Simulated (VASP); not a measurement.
**MgS: single point with LDA**

The system is MgS.

```
CELL_PARAMETERS angstrom
4.10511 0.00000 0.00000
-2.05255 3.55513 0.00000
0.00000 0.00000 6.54467
ATOMIC_POSITIONS crystal
Mg 0.66667 0.33333 0.49576
Mg 0.33333 0.66667 0.99575
S 0.33333 0.66667 0.37924
S 0.66667 0.33333 0.87924
```

- Program: VASP 6.6.1
- Task: single point
- Functional: LDA
- Potentials or basis: VASP PAW LDA potentials, release 64 (Mg, S)
- Cutoff: 520 eV
- k mesh: 6 × 6 × 4
- Occupations: gaussian, width 0.01 eV
- Spin: no spin polarisation
- Dipole correction: no
- Further INCAR settings: ALGO = Normal; EDIFF = 1e-06; NBANDS = 16

```yaml
Pressure: -4.9 GPa
Largest_force: 0.057 eV/Å
Band_gap_on_the_k_mesh: 2.91 eV, direct
```

Forces in eV/Å, atoms in the order of the input:
```
Mg   0.000  0.000  0.057
Mg   0.000  0.000  0.057
S    0.000  0.000 -0.057
S    0.000  0.000 -0.057
```

Levels at points of the mesh, in eV from the valence-band top:
```csv
k point,band 6,band 7,band 8,band 9,band 10,band 11
"(0.00, 0.00, 0.00)",-0.15,-0.15,0.00,2.91,4.26,7.18
"(0.50, 0.00, 0.00)",-1.20,-0.90,-0.46,4.46,4.93,5.41
"(0.00, 0.00, 0.50)",-0.36,-0.36,-0.36,4.42,4.42,7.19
"(0.50, 0.00, 0.50)",-0.87,-0.78,-0.78,4.35,4.35,5.99
```

Run time: 11 s on 1 thread of Intel(R) Xeon(R) 6975P-C (Granite Rapids), with other jobs on the host, peak memory 0.18 GiB.

Expect the measured gap to be larger: semilocal functionals such as LDA lack the derivative discontinuity.
